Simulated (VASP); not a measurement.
# YbC (P1) in VASP: single point with r2SCAN+U

Aim: the single point of YbC with r2SCAN+U.

Everything below comes from runs of VASP 6.6.1. Logs are shortened: lines on timing, memory, paths and dates and some standing lists are left out, and cuts for length are marked.

### 1 The cell of the first run

The typed cell holds 2 atoms: a = 3.444 Å, b = 3.457 Å, c = 3.443 Å, α = 60.68°, β = 62.58°, γ = 64.17°.

### 2 Single point, r2SCAN+U

Contents of POSCAR:

```
YbC
1.0
   -0.1213890000      2.4606550000      2.4062020000
    2.5067310000     -0.0943710000      2.3791840000
    2.4705370000      2.3974430000     -0.0581770000
Yb C
1 1
Direct
    0.0475400000      0.9263700000      0.9987180000
    0.5053430000      0.4806120000      0.5415510000
```

Contents of INCAR.step1:

```
SYSTEM = YbC
  ALGO = Normal
  EDIFF = 1E-4
  ENCUT = 520
  GGA = PE
  ISMEAR = -5
  LASPH = .True.
  LCHARG = .False.
  LDAU = .True.
  LDAUJ = 0 0
  LDAUL = 3 -1
  LDAUTYPE = 2
  LDAUU = 4.75 0
  LMAXMIX = 6
  LREAL = .False.
  LWAVE = .True.
  NBANDS = 21
  NELM = 150
  PREC = Accurate
  SIGMA = 0.0157
```

Contents of INCAR.step2:

```
SYSTEM = YbC
  ALGO = Normal
  EDIFF = 1E-7
  ENCUT = 520
  ISIF = 2
  ISMEAR = 1
  ISTART = 1
  LASPH = .True.
  LCHARG = .False.
  LDAU = .True.
  LDAUJ = 0 0
  LDAUL = 3 -1
  LDAUPRINT = 1
  LDAUTYPE = 2
  LDAUU = 4.75 0
  LMAXMIX = 6
  LMIXTAU = .True.
  LORBIT = 10
  LREAL = .False.
  LWAVE = .False.
  METAGGA = R2SCAN
  NBANDS = 21
  NELM = 150
  PREC = Accurate
  SIGMA = 0.0157
```

Contents of KPOINTS:

```
Automatic mesh
0
Gamma
  6 6 6
  0.5 0 0.5
```

Potentials or basis: VASP PAW PBE potentials, release 64 (Yb, C).

Command:

```
cat potpaw_PBE.64/Yb/POTCAR potpaw_PBE.64/C/POTCAR > POTCAR
cp INCAR.step1 INCAR
mpirun -np 1 vasp_std > vasp.out
cp INCAR.step2 INCAR
mpirun -np 1 vasp_std > vasp.out
```

OUTCAR:

```text
SYSTEM = YbC
   EDIFF = 1E-7
   ENCUT = 520
   ISIF = 2
   ISMEAR = 1
   ISTART = 1
   LASPH = .True.
   LORBIT = 10
   LREAL = .False.
   METAGGA = R2SCAN
   NELM = 150
   PREC = Accurate

 ion  position               nearest neighbor table
   1  0.048  0.926  0.999-   2 2.30   2 2.41   2 2.46   2 2.48   2 2.50   2 2.80
   2  0.505  0.481  0.542-   1 2.30   1 2.41   1 2.46   1 2.48   1 2.50   1 2.80

  LATTYP: Found a triclinic cell.
 ALAT       =     6.0048788300
 B/A-ratio  =     0.5805035784
 C/A-ratio  =     1.3794896696
 COS(alpha) =     0.0059791921
 COS(beta)  =     0.4687152100
 COS(gamma) =     0.8684036687

  Lattice vectors:

 A1 = (   2.4343430000,   4.8892570000,  -2.4955380000)
 A2 = (  -0.0361940000,   2.4918140000,  -2.4373610000)
 A3 = (   4.8558790000,   4.7637270000,   4.7272090000)

Analysis of symmetry for initial positions (statically):
=====================================================================
 Subroutine PRICEL returns:
 Original cell was already a primitive cell.

 Routine SETGRP: Setting up the symmetry group for a
 triclinic supercell.

 Subroutine GETGRP returns: Found  1 space group operations
 (whereof  1 operations were pure point group operations)
 out of a pool of  2 trial point group operations.

The static configuration has the point symmetry C_1 .

Analysis of symmetry for dynamics (positions and initial velocities):
=====================================================================
 Subroutine PRICEL returns:
 Original cell was already a primitive cell.

 Routine SETGRP: Setting up the symmetry group for a
 triclinic supercell.

 Subroutine GETGRP returns: Found  1 space group operations
 (whereof  1 operations were pure point group operations)
 out of a pool of  2 trial point group operations.

The dynamic configuration has the point symmetry C_1 .

 Subroutine INISYM returns: Found  1 space group operations
 (whereof  1 operations are pure point group operations),
 and found     1 'primitive' translations
[... 170 lines left out ...]
  o =  0.9713  v =  0.1371  0.0115 -0.1134 -0.0166 -0.8340 -0.0876 -0.5144  0.0000  0.0000  0.0000  0.0000  0.0000  0.0000  0.0000      0.0000  0.0000  0.0000  0.0000  0.0000  0.0000  0.0000  0.0000  0.0000  0.0000  0.0000  0.0000  0.0000  0.0000
  o =  0.9713  v =  0.0000  0.0000  0.0000  0.0000  0.0000  0.0000  0.0000  0.1371  0.0115 -0.1134 -0.0166 -0.8340 -0.0876 -0.5144      0.0000  0.0000  0.0000  0.0000  0.0000  0.0000  0.0000  0.0000  0.0000  0.0000  0.0000  0.0000  0.0000  0.0000
  o =  0.9749  v =  0.0000  0.0000  0.0000  0.0000  0.0000  0.0000  0.0000 -0.5699 -0.0065  0.8030 -0.0100 -0.1406 -0.0416 -0.0937      0.0000  0.0000  0.0000  0.0000  0.0000  0.0000  0.0000  0.0000  0.0000  0.0000  0.0000  0.0000  0.0000  0.0000
  o =  0.9749  v = -0.5699 -0.0065  0.8030 -0.0100 -0.1406 -0.0416 -0.0937  0.0000  0.0000  0.0000  0.0000  0.0000  0.0000  0.0000      0.0000  0.0000  0.0000  0.0000  0.0000  0.0000  0.0000  0.0000  0.0000  0.0000  0.0000  0.0000  0.0000  0.0000
  o =  0.9781  v = -0.0068 -0.0231  0.0266 -0.0747 -0.1106  0.9904  0.0050  0.0000  0.0000  0.0000  0.0000  0.0000  0.0000  0.0000      0.0000  0.0000  0.0000  0.0000  0.0000  0.0000  0.0000  0.0000  0.0000  0.0000  0.0000  0.0000  0.0000  0.0000
  o =  0.9781  v =  0.0000  0.0000  0.0000  0.0000  0.0000  0.0000  0.0000 -0.0068 -0.0231  0.0266 -0.0747 -0.1106  0.9904  0.0050      0.0000  0.0000  0.0000  0.0000  0.0000  0.0000  0.0000  0.0000  0.0000  0.0000  0.0000  0.0000  0.0000  0.0000
  o =  0.9901  v =  0.0000  0.0000  0.0000  0.0000  0.0000  0.0000  0.0000 -0.0005 -0.9996 -0.0114  0.0024 -0.0055 -0.0235 -0.0070      0.0000  0.0000  0.0000  0.0000  0.0000  0.0000  0.0000  0.0000  0.0000  0.0000  0.0000  0.0000  0.0000  0.0000
  o =  0.9901  v = -0.0005 -0.9996 -0.0114  0.0024 -0.0055 -0.0235 -0.0070  0.0000  0.0000  0.0000  0.0000  0.0000  0.0000  0.0000      0.0000  0.0000  0.0000  0.0000  0.0000  0.0000  0.0000  0.0000  0.0000  0.0000  0.0000  0.0000  0.0000  0.0000

 number of electron      28.0000002 magnetization

 Free energy of the ion-electron system (eV)
  ---------------------------------------------------
  ext. energy  EPLUGINS =         0.00000000
  ---------------------------------------------------
  free energy    TOTEN  =       -43.58285434 eV

  energy without entropy =      -43.58288544  energy(sigma->0) =      -43.58286471

 E-fermi :   2.0876     XC(G=0): -12.4384

 val. band max:        2.0871348064   @ k =  -0.2500   0.3333   0.0833
 cond. band min:       2.1032031829   @ k =   0.2500   0.3333   0.2500
 fundamental gap:      0.0160683765
 Fermi energy:         2.0876423263

 k-point     1 :       0.0833    0.0000    0.0833
  band No.  band energies     occupation
      1     -49.1123      2.00000
      2     -20.5995      2.00000
      3     -20.5760      2.00000
      4     -20.5463      2.00000
      5      -8.4406      2.00000
      6       0.6517      2.00000
[... 565 lines left out ...]
     20      14.4558      0.00000
     21      14.8773      0.00000

 [... further k-points ...]

------------------------ aborting loop because EDIFF is reached ----------------------------------------

  FORCE on cell =-STRESS in cart. coord.  units (eV):
  Direction    XX          YY          ZZ          XY          YZ          ZX
  --------------------------------------------------------------------------------------
  -------------------------------------------------------------------------------------
  Total        0.9014375     -0.0876627      0.7200470      0.3232053      0.0271946     -0.0219234
  in kB       47.2976268     -4.5995862     37.7802271     16.9582964      1.4268774     -1.1503009
  external PRESSURE =      26.8260892 kB  Pullay stress =       0.0000000 kB

 VOLUME and BASIS-vectors are now :
 -----------------------------------------------------------------------------
  energy-cutoff  :      520.00
  volume of cell :       30.54
      direct lattice vectors                 reciprocal lattice vectors
    -0.121389000  2.460655000  2.406202000    -0.186617017  0.197267801  0.204446155
     2.506731000 -0.094371000  2.379184000     0.193606159 -0.194446599  0.208614096
     2.470537000  2.397443000 -0.058177000     0.199158396  0.206987978 -0.201624953

 POSITION                                       TOTAL-FORCE (eV/Angst)
 -----------------------------------------------------------------------------------
      4.78376      2.42393      2.26029         0.860932     -0.088894      0.041144
      2.48134      2.49646      2.32792        -0.860932      0.088894     -0.041144
 -----------------------------------------------------------------------------------
    total drift:                                0.000606     -0.004802      0.001028

  FREE ENERGIE OF THE ION-ELECTRON SYSTEM (eV)
  ---------------------------------------------------
  free  energy   TOTEN  =       -43.5828543407 eV

  energy  without entropy=      -43.5828854420  energy(sigma->0) =      -43.58286471

 total charge

# of ion       s       p       d       f       tot
--------------------------------------------------
    1        2.158   6.088   0.513  13.477  22.236
    2        0.936   1.337   0.000   0.000   2.273
--------------------------------------------------
tot          3.094   7.425   0.513  13.477  24.509
```

OUTCAR.step1:

```text
SYSTEM = YbC
   EDIFF = 1E-4
   ENCUT = 520
   GGA = PE
   ISMEAR = -5
   LASPH = .True.
   LREAL = .False.
[... 808 lines left out ...]
      4.78376      2.42393      2.26029         0.717825     -0.112897      0.064360
      2.48134      2.49646      2.32792        -0.717825      0.112897     -0.064360
 -----------------------------------------------------------------------------------
    total drift:                                0.003678      0.000914     -0.000055

  FREE ENERGIE OF THE ION-ELECTRON SYSTEM (eV)
  ---------------------------------------------------
  free  energy   TOTEN  =       -10.5400506742 eV

  energy  without entropy=      -10.5400506742  energy(sigma->0) =      -10.54005067
```

OSZICAR.step1:

```text
N       E                     dE             d eps       ncg     rms          rms(c)
DAV:   1     0.138579441404E+03    0.13858E+03   -0.95483E+03  6115   0.859E+03
DAV:   2     0.925192302853E+01   -0.12933E+03   -0.12298E+03  5773   0.776E+02
DAV:   3    -0.902880164967E+01   -0.18281E+02   -0.17597E+02  6264   0.133E+02
[... 12 lines left out ...]
DAV:  74    -0.105414836975E+02    0.81570E-02   -0.21351E-02  6861   0.124E+01    0.594E-01
DAV:  75    -0.105402214728E+02    0.12622E-02   -0.16056E-03  8371   0.314E+00    0.427E-01
DAV:  76    -0.105406030472E+02   -0.38157E-03   -0.11124E-03  3408   0.425E+00    0.379E-01
DAV:  77    -0.105403936915E+02    0.20936E-03   -0.10600E-03  4138   0.385E+00    0.268E-01
DAV:  78    -0.105399856179E+02    0.40807E-03   -0.86691E-04  5573   0.250E+00    0.284E-01
DAV:  79    -0.105400506742E+02   -0.65056E-04   -0.21007E-04  5009   0.287E-01
   1 F= -.10540051E+02 E0= -.10540051E+02  d E =0.000000E+00
```

It took 7.6 min on 1 thread of Intel Xeon 6975P-C (Granite Rapids), shared host; peak memory 0.25 GiB.

What came out:

```yaml
Free_energy: -43.5829 eV
Pressure: 2.7 GPa
Largest_force: 0.866 eV/Å
Band_gap_on_the_k_mesh: zero (bands 14 and 15 overlap by 2.03 eV)
Valence_electrons_inside_the_program's_atomic_spheres: Yb 22.24; C 2.27
```

Forces in eV/Å, atoms in the order of the input:
```
Yb   0.861 -0.089  0.041
C   -0.861  0.089 -0.041
```

Levels at points of the mesh, in eV from the Fermi level:
| k point | band 11 | band 12 | band 13 | band 14 | band 15 | band 16 | band 17 | band 18 |
| --- | --- | --- | --- | --- | --- | --- | --- | --- |
| (0.08, 0.00, 0.08) | -0.93 | -0.90 | 0.91 | 1.46 | 1.66 | 4.67 | 5.38 | 5.72 |

Eigenvalues of the final occupation matrices:
```
    site  spin  trace                         eigenvalues
site 1 f     1   6.75  0.93 0.94 0.95 0.97 0.97 0.98 0.99
site 1 f     2   6.75  0.93 0.94 0.95 0.97 0.97 0.98 0.99
```

Caveat: the k points lie up to 0.37 Å⁻¹ apart, too coarse for converged energies and pressures of a metal; the PAW data sets were made with another functional, which shifts forces and pressure a little; spin-orbit coupling is left out, which moves the levels of the heavy elements; U without spin polarisation on a metal has little footing.
